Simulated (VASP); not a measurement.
NbSb, 4 atoms in the cell. The cell holds a sheet with vacuum, 4 atoms: a = 3.143 Å, b = 3.143 Å, c = 36.860 Å, α = 90.00°, β = 90.00°, γ = 120.00°. 

* Program: VASP 6.6.1
* Task: single point
* Functional: PBE
* Potentials or basis: VASP PAW PBE potentials, release 64 (Nb_sv, Sb)
* Cutoff: 520 eV
* k mesh: 18 × 18 × 1
* Occupations: gaussian, width 0.1 eV
* Spin: no spin polarisation
* Dipole correction: yes
* Further INCAR settings: ALGO = Normal; EDIFF = 1e-06; NBANDS = 26

Potentials or basis: VASP PAW PBE potentials, release 64 (Nb_sv, Sb).

Run with:

```bash
$ cat potpaw_PBE.64/Nb_sv/POTCAR potpaw_PBE.64/Sb/POTCAR > POTCAR
$ mpirun -np 1 vasp_std > vasp.out
```

Hardware: 1 thread of Intel(R) Xeon(R) Platinum 8259CL CPU @ 2.50GHz (Skylake/Cascade Lake), with other jobs on the host.

Task: Estimate the wall time of this run.

Result: Wall time 8 min on 1 thread of Intel(R) Xeon(R) Platinum 8259CL CPU @ 2.50GHz (Skylake/Cascade Lake), on a shared host, peak memory 0.58 GiB. Counts: scf iterations 23, k points 37.
